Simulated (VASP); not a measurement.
# BeSe (r.b) (F-43m) in VASP: further runs

Runs on BeSe (r.b). Level: PBE+D4. Tasks: single point.

Program: VASP 6.6.1. These are calculated values, not measurements. Logs are shortened: lines on timing, memory, paths and dates and some standing lists are left out, and cuts for length are marked.

**1. The cell of the first run**

Symmetry: F-43m, No. 216, cubic system. Conventional cell: a = 5.140 Å, b = 5.140 Å, c = 5.140 Å, α = 90.00°, β = 90.00°, γ = 90.00°. Within 2.9 Å of Be (site symmetry -43m) lie 4 Se at 2.23 Å. Se (site symmetry -43m) has 4 Be at 2.23 Å within 2.9 Å.

**2. Single point, PBE+D4**

INCAR

```
SYSTEM = BeSe
PREC = Accurate ; ENCUT = 600
EDIFF = 1E-6 ; ISMEAR = 0
SIGMA = 0.1 ; LREAL = .False.
LASPH = .True. ; NELM = 120
ALGO = Normal ; ISIF = 2
LWAVE = .False. ; LCHARG = .False.
GGA = PE ; IVDW = 13
NBANDS = 11 ; GGA_COMPAT = .False.
```

KPOINTS

```
Automatic mesh
0
Gamma
  6 6 6
  0 0 0
```

POSCAR

```
BeSe
1.0
    0.0000000000      2.5700000000      2.5700000000
    2.5700000000      0.0000000000      2.5700000000
    2.5700000000      2.5700000000      0.0000000000
Be Se
1 1
Direct
    0.0000000000      0.0000000000      0.0000000000
    0.2500000000      0.2500000000      0.2500000000
```

Potentials or basis: VASP PAW PBE potentials, release 64 (Be, Se).

Launch:

```sh
$ cat potpaw_PBE.64/Be/POTCAR potpaw_PBE.64/Se/POTCAR > POTCAR
$ mpirun -np 1 vasp_std > vasp.out
```

OUTCAR:

```text
SYSTEM = BeSe
   PREC = Accurate
   ENCUT = 600
   EDIFF = 1E-6
   ISMEAR = 0
   LREAL = .False.
   LASPH = .True.
   NELM = 120
   ISIF = 2
   GGA = PE
   IVDW = 13

 ion  position               nearest neighbor table
   1  0.000  0.000  0.000-   2 2.23   2 2.23   2 2.23   2 2.23
   2  0.250  0.250  0.250-   1 2.23   1 2.23   1 2.23   1 2.23

  LATTYP: Found a face centered cubic cell.
 ALAT       =     5.1400000000

  Lattice vectors:

 A1 = (   0.0000000000,   2.5700000000,   2.5700000000)
 A2 = (   2.5700000000,   0.0000000000,   2.5700000000)
 A3 = (   2.5700000000,   2.5700000000,   0.0000000000)

Analysis of symmetry for initial positions (statically):
=====================================================================
 Subroutine PRICEL returns:
 Original cell was already a primitive cell.

 Routine SETGRP: Setting up the symmetry group for a
 face centered cubic supercell.

 Subroutine GETGRP returns: Found 24 space group operations
 (whereof 24 operations were pure point group operations)
 out of a pool of 48 trial point group operations.

The static configuration has the point symmetry T_d .

Analysis of symmetry for dynamics (positions and initial velocities):
=====================================================================
 Subroutine PRICEL returns:
 Original cell was already a primitive cell.

 Routine SETGRP: Setting up the symmetry group for a
 face centered cubic supercell.

 Subroutine GETGRP returns: Found 24 space group operations
 (whereof 24 operations were pure point group operations)
 out of a pool of 48 trial point group operations.

The dynamic configuration has the point symmetry T_d .

 Subroutine INISYM returns: Found 24 space group operations
 (whereof 24 operations are pure point group operations),
 and found     1 'primitive' translations

----------------------------------------------------------------------------------------

                                     Primitive cell

  volume of cell :      33.9492

  direct lattice vectors                    reciprocal lattice vectors
     0.000000000  2.570000000  2.570000000    -0.194552529  0.194552529  0.194552529
     2.570000000  0.000000000  2.570000000     0.194552529 -0.194552529  0.194552529
     2.570000000  2.570000000  0.000000000     0.194552529  0.194552529 -0.194552529

  length of vectors
     3.634528855  3.634528855  3.634528855     0.336974865  0.336974865  0.336974865

  position of ions in fractional coordinates (direct lattice)
     0.000000000  0.000000000  0.000000000
     0.250000000  0.250000000  0.250000000

  ion indices of the primitive-cell ions
   primitive index   ion index
                 1           1
                 2           2

----------------------------------------------------------------------------------------

 KPOINTS: Automatic mesh

Automatic generation of k-mesh.
 Grid dimensions read from file:
 generate k-points for:    6    6    6

 Generating k-lattice:

  Cartesian coordinates                     Fractional coordinates (reciprocal lattice)
    -0.032425422  0.032425422  0.032425422     0.166666667  0.000000000  0.000000000
     0.032425422 -0.032425422  0.032425422     0.000000000  0.166666667  0.000000000
     0.032425422  0.032425422 -0.032425422     0.000000000  0.000000000  0.166666667

  Length of vectors
     0.056162478  0.056162478  0.056162478

  Shift w.r.t. Gamma in fractional coordinates (k-lattice)
     0.000000000  0.000000000  0.000000000

 Subroutine IBZKPT returns following result:
 ===========================================

 Found     16 irreducible k-points:

 Following reciprocal coordinates:
            Coordinates               Weight
  0.000000  0.000000  0.000000      1.000000
  0.166667  0.000000  0.000000      8.000000
  0.333333  0.000000  0.000000      8.000000
  0.500000  0.000000  0.000000      4.000000
  0.166667  0.166667  0.000000      6.000000
  0.333333  0.166667  0.000000     24.000000
[... 8 lines left out ...]
 -0.333333  0.333333  0.166667     24.000000
 -0.333333  0.500000  0.166667     12.000000
   k-points           NKPTS =     16   k-points in BZ     NKDIM =     16   number of bands    NBANDS=     11
   number of dos      NEDOS =    301   number of ions     NIONS =      2
   total plane-waves  NPLWV =  27000
   dimension x,y,z NGX =    30 NGY =   30 NGZ =   30
   dimension x,y,z NGXF=    60 NGYF=   60 NGZF=   60
   ions per type =               1   1
   NGX,Y,Z   is equivalent  to a cutoff of  13.72, 13.72, 13.72 a.u.
   NGXF,Y,Z  is equivalent  to a cutoff of  27.44, 27.44, 27.44 a.u.
 SYSTEM =  BeSe
   PREC   = accura    normal or accurate (medium, high low for compatibility)
   ISTART =      0    job   : 0-new  1-cont  2-samecut
   ICHARG =      2    charge: 1-file 2-atom 10-const
   ISPIN  =      1    spin polarized calculation?
   LNONCOLLINEAR =      F non collinear calculations
   LSORBIT =      F    spin-orbit coupling
   LASPH  =      T    aspherical Exc in radial PAW
   ENCUT  =  600.0 eV  44.10 Ry    6.64 a.u.   7.26  7.26  7.26*2*pi/ulx,y,z
   NELM   =    120;   NELMIN=  2; NELMDL= -5     # of ELM steps
   EDIFF  = 0.1E-05   stopping-criterion for ELM
   LREAL  =      F    real-space projection
   EDIFFG = 0.1E-04   stopping-criterion for IOM
   NSW    =      0    number of steps for IOM
   IBRION =     -1    ionic relax: 0-MD 1-quasi-New 2-CG
   NFREE  =      0    steps in history (QN), initial steepest desc. (CG)
   ISIF   =      2    stress and relaxation
   ISYM   =      2    0-nonsym 1-usesym 2-fastsym
   POTIM  = 0.5000    time-step for ionic-motion
   TEBEG  =    0.0;   TEEND  =   0.0 temperature during run
   PSTRESS=    0.0 pullay stress
   NELECT =       8.0000    total number of electrons
   NUPDOWN=      -1.0000    fix difference up-down
   EMIN   =  10.00;   EMAX   =-10.00  energy-range for DOS
   EFERMI =   0.00;   METHOD = LEGACY
   ISMEAR =     0;   SIGMA  =   0.10  broadening in eV -4-tet -1-fermi 0-gaus
   EFERMI_NEDOS =   21; number of points for ismear=-14 and -15
   IALGO  =     38    algorithm
   IMIX   =      4    mixing-type and parameters
     AMIX     =   0.40;   BMIX     =  1.00
     AMIX_MAG =   1.60;   BMIX_MAG =  1.00
  volume/ion in A,a.u.               =      16.97       114.55
  Fermi-wavevector in a.u.,A,eV,Ry     =   1.011180  1.910853 13.911747  1.022485
  Thomas-Fermi vector in A             =   2.144214
   LORBIT       =      0    0 simple, 1 ext, 2 COOP (PROOUT), +10 PAW based schemes
   GGA     = PE    functional components
   LHFCALC =     F    Hartree Fock is set to
   AEXX    =    0.0000 exact exchange contribution
   IVDW    =    13    specifies the selected vdW correction
   LEPSILON=     F    determine dielectric tensor
   LRPA    =     F    only Hartree local field effects (RPA)
 non-spin polarized calculation
 Gauss-broadening in eV      SIGMA  =   0.10
  energy-cutoff  :      600.00
  volume of cell :       33.95
 maximum number of plane-waves:      1158
 NGX is ok and might be reduce to    30
   NGX = 15   NGY = 15   NGZ = 15

 number of electron       8.0000000 magnetization

 Free energy of the ion-electron system (eV)
  ---------------------------------------------------
  ext. energy  EPLUGINS =         0.00000000
  ---------------------------------------------------
  free energy    TOTEN  =        -8.85033214 eV

  energy without entropy =       -8.85033214  energy(sigma->0) =       -8.85033214

 E-fermi :   3.8941     XC(G=0):  -9.4392

 val. band max:        3.3838364373   @ k =   0.0000   0.0000   0.0000
 cond. band min:       5.9989755367   @ k =   0.5000   0.5000   0.0000
 fundamental gap:      2.6151390994
 Fermi energy:         3.8941100642

 k-point     1 :       0.0000    0.0000    0.0000
  band No.  band energies     occupation
      1     -10.4309      2.00000
      2       3.3838      2.00000
      3       3.3838      2.00000
      4       3.3838      2.00000
      5       7.7669      0.00000
      6       8.3912      0.00000
      7       8.3912      0.00000
      8       8.3912      0.00000
      9      15.4231      0.00000
     10      15.9039      0.00000
     11      15.9039      0.00000

 k-point     2 :       0.1667    0.0000    0.0000
  band No.  band energies     occupation
      1     -10.1617      2.00000
      2       1.3641      2.00000
      3       3.0383      2.00000
      4       3.0383      2.00000
      5       7.9446      0.00000
      6       8.9474      0.00000
      7       8.9474      0.00000
      8      10.2733      0.00000
      9      14.7071      0.00000
     10      14.7071      0.00000
     11      15.6044      0.00000

 k-point     3 :       0.3333    0.0000    0.0000
  band No.  band energies     occupation
      1      -9.5052      2.00000
      2      -1.2185      2.00000
      3       2.5148      2.00000
      4       2.5148      2.00000
      5       7.7967      0.00000
      6       9.4072      0.00000
      7       9.4072      0.00000
      8      12.8537      0.00000
      9      15.3426      0.00000
     10      15.3426      0.00000
     11      15.5159      0.00000

 k-point     4 :       0.5000    0.0000    0.0000
  band No.  band energies     occupation
      1      -9.0800      2.00000
      2      -2.3402      2.00000
      3       2.3035      2.00000
      4       2.3035      2.00000
      5       7.7235      0.00000
      6       9.3505      0.00000
      7       9.3505      0.00000
      8      13.3974      0.00000
      9      16.9256      0.00000
     10      17.6859      0.00000
     11      17.6859      0.00000

 k-point     5 :       0.1667    0.1667    0.0000
  band No.  band energies     occupation
      1     -10.0718      2.00000
      2       1.6586      2.00000
      3       2.4202      2.00000
      4       2.4202      2.00000
      5       7.6550      0.00000
      6       9.5130      0.00000
      7       9.9706      0.00000
      8       9.9706      0.00000
      9      12.9738      0.00000
     10      16.4823      0.00000
     11      16.6405      0.00000
[... 99 lines left out ...]
 k-point    13 :       0.5000    0.5000    0.0000
  band No.  band energies     occupation
      1      -8.6177      2.00000
      2      -1.7089      2.00000
      3       0.7185      2.00000
      4       0.7185      2.00000
      5       5.9990      0.00000
      6       7.5834      0.00000
      7      15.1108      0.00000
      8      15.1108      0.00000
      9      18.0481      0.00000
     10      18.1968      0.00000
     11      19.7387      0.00000

 k-point    14 :       0.5000    0.3333    0.1667
  band No.  band energies     occupation
      1      -9.0260      2.00000
      2      -1.0827      2.00000
      3       0.3457      2.00000
      4       1.4298      2.00000
      5       8.4812      0.00000
      6       9.8292      0.00000
      7      10.1725      0.00000
      8      12.8464      0.00000
      9      15.4388      0.00000
     10      16.3892      0.00000
     11      18.9422      0.00000

 k-point    15 :      -0.3333    0.3333    0.1667
  band No.  band energies     occupation
      1      -8.7200      2.00000
      2      -1.4926      2.00000
      3      -0.1213      2.00000
      4       0.9746      2.00000
      5       9.0791      0.00000
      6       9.4833      0.00000
      7      12.1174      0.00000
      8      12.4404      0.00000
      9      13.8981      0.00000
     10      18.0155      0.00000
     11      18.4692      0.00000

 k-point    16 :      -0.3333    0.5000    0.1667
  band No.  band energies     occupation
      1      -8.5911      2.00000
      2      -1.3150      2.00000
      3      -0.0500      2.00000
      4       0.2163      2.00000
      5       7.9863      0.00000
      6       9.3188      0.00000
      7      12.3120      0.00000
      8      13.0235      0.00000
      9      16.8637      0.00000
     10      17.0499      0.00000
     11      19.4100      0.00000

------------------------ aborting loop because EDIFF is reached ----------------------------------------

  DFT-D4 for vdW energy calculation

  Edisp (eV):   -0.55321

  FORCE on cell =-STRESS in cart. coord.  units (eV):
  Direction    XX          YY          ZZ          XY          YZ          ZX
  --------------------------------------------------------------------------------------
  -------------------------------------------------------------------------------------
  Total      -0.11338    -0.11338    -0.11338     0.00000     0.00000     0.00000
  in kB      -5.35093    -5.35093    -5.35093     0.00000     0.00000     0.00000
  external pressure =       -5.35 kB  Pullay stress =        0.00 kB

 VOLUME and BASIS-vectors are now :
 -----------------------------------------------------------------------------
  energy-cutoff  :      600.00
  volume of cell :       33.95
      direct lattice vectors                 reciprocal lattice vectors
     0.000000000  2.570000000  2.570000000    -0.194552529  0.194552529  0.194552529
     2.570000000  0.000000000  2.570000000     0.194552529 -0.194552529  0.194552529
     2.570000000  2.570000000  0.000000000     0.194552529  0.194552529 -0.194552529

 POSITION                                       TOTAL-FORCE (eV/Angst)
 -----------------------------------------------------------------------------------
      0.00000      0.00000      0.00000         0.000000      0.000000      0.000000
      1.28500      1.28500      1.28500        -0.000000     -0.000000     -0.000000
 -----------------------------------------------------------------------------------
    total drift:                                0.000000      0.000000      0.000000

  FREE ENERGIE OF THE ION-ELECTRON SYSTEM (eV)
  ---------------------------------------------------
  free  energy   TOTEN  =        -9.4035379375 eV

  energy  without entropy=       -9.4035379375  energy(sigma->0) =       -9.40353794
```

Wall time 5.5 s (1 thread of Intel Xeon 6975P-C (Granite Rapids), shared host); peak memory 0.16 GiB.

What came out:

```yaml
Free_energy: -9.4035 eV
Pressure: -0.5 GPa
Band_gap_on_the_k_mesh: 2.62 eV, indirect (least direct gap 4.38 eV)
Dispersion_energy_per_atom: -0.277 eV
```

Levels at points of the mesh, in eV from the valence-band top:
```
           k point  band 1  band 2  band 3  band 4  band 5  band 6  band 7  band 8
(0.00, 0.00, 0.00)  -13.81    0.00    0.00    0.00    4.38    5.01    5.01    5.01
(0.50, 0.00, 0.00)  -12.46   -5.72   -1.08   -1.08    4.34    5.97    5.97   10.01
(0.50, 0.50, 0.00)  -12.00   -5.09   -2.67   -2.67    2.62    4.20   11.73   11.73
```

A k mesh can miss the band edges. PBE gaps usually lie below the measured ones, often by a third to a half.

[end of part 1 of 2]
